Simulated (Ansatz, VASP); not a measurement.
**One calculation of ZnS, two programs**

```
Zn S
1.0
     3.80580    0.00000    0.00000
    -1.90290    3.29592    0.00000
     0.00000    0.00000    6.23798
Zn S
2 2
Direct
  0.33333 0.66667 0.00014
  0.66667 0.33333 0.50014
  0.33333 0.66667 0.37486
  0.66667 0.33333 0.87486
```

Alike in both runs: task relaxation of the atoms; functional PBE; k mesh 10 × 10 × 6; occupations fermi-dirac, width 0.01 eV; no spin polarisation.

|  | VASP | Ansatz |
| --- | --- | --- |
| version | VASP 6.6.1 | Ansatz 0.2.0 |
| potentials or method | VASP PAW PBE potentials, release 64 (Zn, S) | plane-wave PAW, scalar-relativistic |
| plane-wave cutoff (eV) | 520 | 420 |
| valence electrons in the cell | 36 | 36 |

|  | VASP | Ansatz | Ansatz less VASP |
| --- | --- | --- | --- |
| gap on the k mesh at the Fermi level, each at its own relaxed structure (eV) | 2.23 | 2.22 | -0.005 |

Ansatz's warnings: stress scf threshold loose.

Noted on VASP's run: the relaxation stopped at its first step, so nothing moved.
